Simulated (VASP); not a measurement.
SiO2, 6 atoms in the cell. It takes space group P4_2/mnm (No. 136, tetragonal). The conventional cell has a = 4.273 Å, b = 4.273 Å, c = 2.699 Å, α = 90.00°, β = 90.00°, γ = 90.00°. Si (site symmetry mmm) has 6 O at 1.78 to 1.86 Å within 2.4 Å. Within 2.4 Å of O (site symmetry m2m) lie 3 Si at 1.78 to 1.86 Å and 1 O at 2.32 Å. 

| Property | Result |
| --- | --- |
| Program | VASP 6.6.1 |
| Task | single point |
| Functional | RPBE |
| Potentials or basis | VASP PAW PBE potentials, release 64 (Si, O) |
| Cutoff | 520 eV |
| k mesh | 6 × 6 × 8 |
| Occupations | gaussian, width 0.1 eV |
| Spin | no spin polarisation |
| Dipole correction | no |
| Further INCAR settings | ALGO = Normal; EDIFF = 1e-06; NBANDS = 25 |

Potentials or basis: VASP PAW PBE potentials, release 64 (Si, O).

Launch:

```bash
$ cat potpaw_PBE.64/Si/POTCAR potpaw_PBE.64/O/POTCAR > POTCAR
$ mpirun -np 1 vasp_std > vasp.out
```

Hardware: 1 thread of AMD EPYC 7R43 64-Core Processor (Zen 3) (shared host).

Question: How long does it take, and how much memory?

Answer: It took 79 s on 1 thread of AMD EPYC 7R43 64-Core Processor (Zen 3) (shared host), peak memory 0.14 GiB. Counts: scf iterations 13, k points 50.
